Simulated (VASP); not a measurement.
# Au (R-3m) in VASP: a series of runs

Runs on Au. Level: PBEsol. Tasks: single point.

Program: VASP 6.6.1. These are calculated values, not measurements. Logs are shortened: lines on timing, memory, paths and dates and some standing lists are left out, and cuts for length are marked.

## Step 1: The cell of the first run

It takes space group R-3m (No. 166, trigonal). The conventional cell has a = 2.296 Å, b = 2.296 Å, c = 11.248 Å, α = 90.00°, β = 90.00°, γ = 120.00°. Within 3.0 Å of Au (site symmetry -3m) lie 6 Au at 2.30 Å.

## Step 2: Single point, PBEsol

INCAR

```
SYSTEM = Au
PREC = Accurate ; ENCUT = 520
EDIFF = 1E-6 ; ISMEAR = 0
SIGMA = 0.15 ; LREAL = .False.
LASPH = .True. ; NELM = 100
ALGO = Fast ; ISIF = 2
LWAVE = .False. ; LCHARG = .False.
GGA = PS ; NBANDS = 12
```

KPOINTS

```
regular mesh
0
Gamma
  22 22 22
  0 0 0
```

POSCAR

```
Au
1.0
    1.0823429506      2.7058573765      2.7058573765
    2.7058573765      1.0823429506      2.7058573765
    2.7058573765      2.7058573765      1.0823429506
Au
1
Direct
    0.0000000000      0.0000000000      0.0000000000
```

Potentials or basis: VASP PAW PBE potentials, release 64 (Au).

Launch:

```console
$ cat potpaw_PBE.64/Au/POTCAR > POTCAR
$ mpirun -np 1 vasp_std > vasp.out
```

OUTCAR:

```text
SYSTEM = Au
   PREC = Accurate
   ENCUT = 520
   EDIFF = 1E-6
   ISMEAR = 0
   LREAL = .False.
   LASPH = .True.
   NELM = 100
   ISIF = 2
   GGA = PS

 ion  position               nearest neighbor table
   1  0.000  0.000  0.000-

  LATTYP: Found a trigonal (rhomboedric) cell.
 ALAT       =     3.9767819335
 COS(alpha) =     0.8333333333

  Lattice vectors:

 A1 = (   1.0823429506,   2.7058573765,   2.7058573765)
 A2 = (   2.7058573765,   1.0823429506,   2.7058573765)
 A3 = (   2.7058573765,   2.7058573765,   1.0823429506)

Analysis of symmetry for initial positions (statically):
=====================================================================
 Subroutine PRICEL returns:
 Original cell was already a primitive cell.

 Routine SETGRP: Setting up the symmetry group for a
 trigonal (rhombohedral) supercell.

 Subroutine GETGRP returns: Found 12 space group operations
 (whereof 12 operations were pure point group operations)
 out of a pool of 12 trial point group operations.

The static configuration has the point symmetry D_3d.

Analysis of symmetry for dynamics (positions and initial velocities):
=====================================================================
 Subroutine PRICEL returns:
 Original cell was already a primitive cell.

 Routine SETGRP: Setting up the symmetry group for a
 trigonal (rhombohedral) supercell.

 Subroutine GETGRP returns: Found 12 space group operations
 (whereof 12 operations were pure point group operations)
 out of a pool of 12 trial point group operations.

The dynamic configuration has the point symmetry D_3d.

 Subroutine INISYM returns: Found 12 space group operations
 (whereof 12 operations are pure point group operations),
 and found     1 'primitive' translations

----------------------------------------------------------------------------------------

                                     Primitive cell

  volume of cell :      17.1170

  direct lattice vectors                    reciprocal lattice vectors
     1.082342951  2.705857377  2.705857377    -0.359302833  0.256644881  0.256644881
     2.705857377  1.082342951  2.705857377     0.256644881 -0.359302833  0.256644881
     2.705857377  2.705857377  1.082342951     0.256644881  0.256644881 -0.359302833

  length of vectors
     3.976781934  3.976781934  3.976781934     0.510716865  0.510716865  0.510716865

  position of ions in fractional coordinates (direct lattice)
     0.000000000  0.000000000  0.000000000

  ion indices of the primitive-cell ions
   primitive index   ion index
                 1           1

----------------------------------------------------------------------------------------

 KPOINTS: regular mesh

Automatic generation of k-mesh.
 Grid dimensions read from file:
 generate k-points for:   22   22   22

 Generating k-lattice:

  Cartesian coordinates                     Fractional coordinates (reciprocal lattice)
    -0.016331947  0.011665676  0.011665676     0.045454545  0.000000000  0.000000000
     0.011665676 -0.016331947  0.011665676     0.000000000  0.045454545  0.000000000
     0.011665676  0.011665676 -0.016331947     0.000000000  0.000000000  0.045454545

  Length of vectors
     0.023214403  0.023214403  0.023214403

  Shift w.r.t. Gamma in fractional coordinates (k-lattice)
     0.000000000  0.000000000  0.000000000

 Subroutine IBZKPT returns following result:
 ===========================================

 Found   1024 irreducible k-points:

 Following reciprocal coordinates:
            Coordinates               Weight
  0.000000  0.000000  0.000000      1.000000
  0.045455 -0.000000 -0.000000      6.000000
  0.090909 -0.000000 -0.000000      6.000000
  0.136364 -0.000000 -0.000000      6.000000
  0.181818 -0.000000 -0.000000      6.000000
  0.227273 -0.000000 -0.000000      6.000000
[... 16 lines left out ...]
  0.500000  0.045455  0.000000     12.000000
 -0.454545  0.045455  0.000000     12.000000
 [... further k-points ...]
   k-points           NKPTS =   1024   k-points in BZ     NKDIM =   1024   number of bands    NBANDS=     12
   number of dos      NEDOS =    301   number of ions     NIONS =      1
   total plane-waves  NPLWV =  27000
   dimension x,y,z NGX =    30 NGY =   30 NGZ =   30
   dimension x,y,z NGXF=    60 NGYF=   60 NGZF=   60
   ions per type =               1
   NGX,Y,Z   is equivalent  to a cutoff of  12.54, 12.54, 12.54 a.u.
   NGXF,Y,Z  is equivalent  to a cutoff of  25.08, 25.08, 25.08 a.u.
 SYSTEM =  Au
   PREC   = accura    normal or accurate (medium, high low for compatibility)
   ISTART =      0    job   : 0-new  1-cont  2-samecut
   ICHARG =      2    charge: 1-file 2-atom 10-const
   ISPIN  =      1    spin polarized calculation?
   LNONCOLLINEAR =      F non collinear calculations
   LSORBIT =      F    spin-orbit coupling
   LASPH  =      T    aspherical Exc in radial PAW
   ENCUT  =  520.0 eV  38.22 Ry    6.18 a.u.   7.39  7.39  7.39*2*pi/ulx,y,z
   NELM   =    100;   NELMIN=  2; NELMDL= -5     # of ELM steps
   EDIFF  = 0.1E-05   stopping-criterion for ELM
   LREAL  =      F    real-space projection
[... 7 lines left out ...]
   TEBEG  =    0.0;   TEEND  =   0.0 temperature during run
   PSTRESS=    0.0 pullay stress
   NELECT =      11.0000    total number of electrons
   NUPDOWN=      -1.0000    fix difference up-down
   EMIN   =  10.00;   EMAX   =-10.00  energy-range for DOS
   EFERMI =   0.00;   METHOD = LEGACY
   ISMEAR =     0;   SIGMA  =   0.15  broadening in eV -4-tet -1-fermi 0-gaus
   EFERMI_NEDOS =   21; number of points for ismear=-14 and -15
   IALGO  =     68    algorithm
   IMIX   =      4    mixing-type and parameters
     AMIX     =   0.40;   BMIX     =  1.00
     AMIX_MAG =   1.60;   BMIX_MAG =  1.00
  volume/ion in A,a.u.               =      17.12       115.51
  Fermi-wavevector in a.u.,A,eV,Ry     =   1.412742  2.669696 27.155058  1.995840
  Thomas-Fermi vector in A             =   2.534459
   LORBIT       =      0    0 simple, 1 ext, 2 COOP (PROOUT), +10 PAW based schemes
   GGA     = PS    functional components
   LHFCALC =     F    Hartree Fock is set to
   AEXX    =    0.0000 exact exchange contribution
   IVDW    =     0    specifies the selected vdW correction
   LEPSILON=     F    determine dielectric tensor
   LRPA    =     F    only Hartree local field effects (RPA)
 non-spin polarized calculation
 RMM-DIIS sequential band-by-band and
 Gauss-broadening in eV      SIGMA  =   0.15
  energy-cutoff  :      520.00
  volume of cell :       17.12
 maximum number of plane-waves:       487
 NGX is ok and might be reduce to    30

 number of electron      11.0000001 magnetization

 Free energy of the ion-electron system (eV)
  ---------------------------------------------------
  ext. energy  EPLUGINS =         0.00000000
  ---------------------------------------------------
  free energy    TOTEN  =        -0.67255128 eV

  energy without entropy =       -0.66930612  energy(sigma->0) =       -0.67092870

 E-fermi :  10.0915     XC(G=0): -12.2043

 val. band max:       10.0857914852   @ k =  -0.4545   0.5000   0.3636
 cond. band min:      10.1085975167   @ k =  -0.2727   0.1364   0.0455
 fundamental gap:      0.0228060314
 Fermi energy:        10.0914919793

 k-point     1 :       0.0000    0.0000    0.0000
  band No.  band energies     occupation
      1      -3.2405      2.00000
      2       2.3368      2.00000
      3       2.5943      2.00000
      4       2.5943      2.00000
      5       8.0018      2.00000
      6       8.0018      2.00000
      7      12.0255      0.00000
      8      19.8642      0.00000
      9      25.9544      0.00000
     10      35.0868      0.00000
     11      37.9207      0.00000
     12      37.9207      0.00000

 k-point     2 :       0.0455   -0.0000   -0.0000
  band No.  band energies     occupation
      1      -3.0926      2.00000
      2       2.3934      2.00000
      3       2.5007      2.00000
      4       2.7072      2.00000
      5       7.6159      2.00000
      6       7.9682      2.00000
      7      12.4377      0.00000
      8      19.9120      0.00000
      9      26.2358      0.00000
     10      35.1547      0.00000
     11      36.9254      0.00000
     12      37.9882      0.00000

 k-point     3 :       0.0909   -0.0000   -0.0000
  band No.  band energies     occupation
      1      -2.6670      2.00000
      2       2.2534      2.00000
      3       2.5629      2.00000
      4       3.0429      2.00000
      5       6.7562      2.00000
      6       7.8713      2.00000
      7      13.3683      0.00000
      8      20.0624      0.00000
      9      27.0450      0.00000
     10      35.1024      0.00000
     11      35.3449      0.00000
     12      38.1552      0.00000
[... 286 lines left out ...]
 k-point    23 :       0.5000    0.0455    0.0000
  band No.  band energies     occupation
      1      -2.2949      2.00000
      2       1.1182      2.00000
      3       6.0565      2.00000
      4       6.3862      2.00000
      5       9.3193      2.00000
      6      11.9620      0.00000
      7      18.7182      0.00000
      8      19.0161      0.00000
      9      24.6942      0.00000
     10      27.0821      0.00000
     11      30.0999      0.00000
     12      31.3129      0.00000

 k-point    24 :      -0.4545    0.0455    0.0000
  band No.  band energies     occupation
      1      -2.2951      2.00000
      2       1.1220      2.00000
      3       6.0399      2.00000
      4       6.3866      2.00000
      5       9.3104      2.00000
      6      11.9412      0.00000
      7      18.6531      0.00000
      8      19.3153      0.00000
      9      24.5358      0.00000
     10      27.0177      0.00000
     11      30.0704      0.00000
     12      31.1989      0.00000

 [... further k-points ...]

------------------------ aborting loop because EDIFF is reached ----------------------------------------

  FORCE on cell =-STRESS in cart. coord.  units (eV):
  Direction    XX          YY          ZZ          XY          YZ          ZX
  --------------------------------------------------------------------------------------
  -------------------------------------------------------------------------------------
  Total       15.2775932     15.2775932     15.2775932     -7.6876436     -7.6876436     -7.6876436
  in kB     1430.0034208   1430.0034208   1430.0034208   -719.5738613   -719.5738613   -719.5738613
  external PRESSURE =    1430.0034208 kB  Pullay stress =       0.0000000 kB

 VOLUME and BASIS-vectors are now :
 -----------------------------------------------------------------------------
  energy-cutoff  :      520.00
  volume of cell :       17.12
      direct lattice vectors                 reciprocal lattice vectors
     1.082342951  2.705857377  2.705857377    -0.359302833  0.256644881  0.256644881
     2.705857377  1.082342951  2.705857377     0.256644881 -0.359302833  0.256644881
     2.705857377  2.705857377  1.082342951     0.256644881  0.256644881 -0.359302833

 POSITION                                       TOTAL-FORCE (eV/Angst)
 -----------------------------------------------------------------------------------
      0.00000      0.00000      0.00000        -0.000000      0.000000      0.000000
 -----------------------------------------------------------------------------------
    total drift:                                0.000000      0.000000      0.000000

  FREE ENERGIE OF THE ION-ELECTRON SYSTEM (eV)
  ---------------------------------------------------
  free  energy   TOTEN  =        -0.6725512792 eV

  energy  without entropy=       -0.6693061158  energy(sigma->0) =       -0.67092870
```

Run time: 13 min. Hardware: 1 thread of AMD EPYC, shared host; peak memory 0.32 GiB.

Results:

```yaml
Free_energy: -0.6726 eV
Pressure: 143.0 GPa
```

Stress tensor (GPa, compression positive):
```
143.00 -71.96 -71.96
-71.96 143.00 -71.96
-71.96 -71.96 143.00
```

Caveat: the PAW data sets were made with another functional, which shifts forces and pressure a little; spin-orbit coupling is left out, which moves the levels of the heavy elements.

## Step 3: Single point, PBEsol

This run uses another cell than the first one, of the same volume but with other edges.

INCAR

```
SYSTEM = Au
ALGO = Fast
EDIFF = 1E-7
ENCUT = 520
GGA = PS
ISIF = 2
ISMEAR = 0
LASPH = .True.
LCHARG = .False.
LREAL = .False.
LWAVE = .False.
NBANDS = 12
NELM = 60
PREC = Accurate
SIGMA = 0.15
```

KPOINTS

```
k-points
0
Gamma
  22 22 22
  0 0 0
```

POSCAR

```
Au
1.0
   -0.4432888147      1.8495843649      1.8495843649
    1.8495843649     -0.4432888147      1.8495843649
    1.8495843649      1.8495843649     -0.4432888147
Au
1
Direct
    0.0000000000      0.0000000000      0.0000000000
```

Potentials or basis: VASP PAW PBE potentials, release 64 (Au).

Launch:

```console
$ cat potpaw_PBE.64/Au/POTCAR > POTCAR
$ mpirun -np 1 vasp_std > vasp.out
```

It took 4.2 min on 1 thread of AMD EPYC, shared host; peak memory 0.26 GiB.

Results (log left out):

```
Free energy : -3.7321 eV
Pressure    : 12.4 GPa
```

Stress tensor (GPa, compression positive):
```
12.36  4.71  4.71
 4.71 12.36  4.71
 4.71  4.71 12.36
```

Levels at points of the mesh, in eV from the Fermi level:
| k point | band 3 | band 4 | band 5 | band 6 | band 7 | band 8 | band 9 | band 10 |
| --- | --- | --- | --- | --- | --- | --- | --- | --- |
| (0.00, 0.00, 0.00) | -6.23 | -2.31 | -2.16 | -2.16 | 14.02 | 16.09 | 16.09 | 22.41 |
| (0.50, 0.00, 0.00) | -2.94 | -2.33 | -2.30 | -1.31 | 2.84 | 15.62 | 16.52 | 21.86 |
| (0.50, 0.50, 0.00) | -2.49 | -2.34 | -0.45 | 1.78 | 6.58 | 6.96 | 14.81 | 15.38 |
| (0.50, 0.50, 0.50) | -5.32 | -0.58 | -0.58 | 2.93 | 8.86 | 11.64 | 12.74 | 12.74 |

Caveat: the PAW data sets were made with another functional, which shifts forces and pressure a little; spin-orbit coupling is left out, which moves the levels of the heavy elements.

## Step 4: Single point, PBEsol

This run uses another cell than the first one, of the same volume but with other edges.

INCAR

```
SYSTEM = Au
PREC = Accurate
ENCUT = 520
EDIFF = 1E-6
ISMEAR = 0
SIGMA = 0.15
LREAL = .False.
LASPH = .True.
NELM = 100
ALGO = Fast
ISIF = 2
LWAVE = .False.
LCHARG = .False.
GGA = PS
NBANDS = 12
```

KPOINTS

```
regular mesh
0
Gamma
  22 22 22
  0 0 0
```

POSCAR

```
Au
1.0
    0.4986001184      2.3227468929      2.3227468929
    2.3227468929      0.4986001184      2.3227468929
    2.3227468929      2.3227468929      0.4986001184
Au
1
Direct
    0.0000000000      0.0000000000      0.0000000000
```

Potentials or basis: VASP PAW PBE potentials, release 64 (Au).

Launch:

```console
$ cat potpaw_PBE.64/Au/POTCAR > POTCAR
$ mpirun -np 1 vasp_std > vasp.out
```

OUTCAR:

```text
SYSTEM = Au
   PREC = Accurate
   ENCUT = 520
   EDIFF = 1E-6
   ISMEAR = 0
   LREAL = .False.
   LASPH = .True.
   NELM = 100
   ISIF = 2
   GGA = PS

 ion  position               nearest neighbor table
   1  0.000  0.000  0.000-

  LATTYP: Found a trigonal (rhomboedric) cell.
 ALAT       =     3.3224852648
 COS(alpha) =     0.6985651702

  Lattice vectors:

 A1 = (   0.4986001184,   2.3227468929,   2.3227468929)
 A2 = (   2.3227468929,   0.4986001184,   2.3227468929)
 A3 = (   2.3227468929,   2.3227468929,   0.4986001184)

Analysis of symmetry for initial positions (statically):
=====================================================================
 Subroutine PRICEL returns:
 Original cell was already a primitive cell.

 Routine SETGRP: Setting up the symmetry group for a
 trigonal (rhombohedral) supercell.

 Subroutine GETGRP returns: Found 12 space group operations
 (whereof 12 operations were pure point group operations)
 out of a pool of 12 trial point group operations.

The static configuration has the point symmetry D_3d.

Analysis of symmetry for dynamics (positions and initial velocities):
[... 171 lines left out ...]
      4       4.1135      2.00000
      5       6.9812      2.00000
      6       6.9812      2.00000
      7      18.1123      0.00000
      8      26.0428      0.00000
      9      27.1591      0.00000
     10      32.4622      0.00000
     11      32.4622      0.00000
     12      36.6245      0.00000
[... 331 lines left out ...]
 k-point    24 :      -0.4545    0.0455   -0.0000
  band No.  band energies     occupation
      1       0.9908      2.00000
      2       3.2907      2.00000
      3       5.9121      2.00000
      4       5.9763      2.00000
      5       7.9161      2.00000
      6       9.7865      0.00000
      7      14.9501      0.00000
      8      20.6075      0.00000
      9      25.9570      0.00000
     10      27.3335      0.00000
     11      29.6528      0.00000
     12      31.7707      0.00000

 [... further k-points ...]

------------------------ aborting loop because EDIFF is reached ----------------------------------------

  FORCE on cell =-STRESS in cart. coord.  units (eV):
  Direction    XX          YY          ZZ          XY          YZ          ZX
  --------------------------------------------------------------------------------------
  -------------------------------------------------------------------------------------
  Total        2.9180843      2.9180843      2.9180843     -1.4973159     -1.4973159     -1.4973159
  in kB      273.1366484    273.1366484    273.1366484   -140.1507963   -140.1507963   -140.1507963
  external PRESSURE =     273.1366484 kB  Pullay stress =       0.0000000 kB

 VOLUME and BASIS-vectors are now :
 -----------------------------------------------------------------------------
  energy-cutoff  :      520.00
  volume of cell :       17.12
      direct lattice vectors                 reciprocal lattice vectors
     0.498600118  2.322746893  2.322746893    -0.300668436  0.247533066  0.247533066
     2.322746893  0.498600118  2.322746893     0.247533066 -0.300668436  0.247533066
     2.322746893  2.322746893  0.498600118     0.247533066  0.247533066 -0.300668436

 POSITION                                       TOTAL-FORCE (eV/Angst)
 -----------------------------------------------------------------------------------
      0.00000      0.00000      0.00000         0.000000      0.000000     -0.000000
 -----------------------------------------------------------------------------------
    total drift:                               -0.000000     -0.000000     -0.000000

  FREE ENERGIE OF THE ION-ELECTRON SYSTEM (eV)
  ---------------------------------------------------
  free  energy   TOTEN  =        -3.4920302185 eV

  energy  without entropy=       -3.4894371977  energy(sigma->0) =       -3.49073371
```

Wall time 9.1 min (1 thread of AMD EPYC, shared host); peak memory 0.3 GiB.

Results:

* Free energy: -3.4920 eV
* Pressure: 27.3 GPa

Caveat: the PAW data sets were made with another functional, which shifts forces and pressure a little; spin-orbit coupling is left out, which moves the levels of the heavy elements.

[end of part 1 of 2]
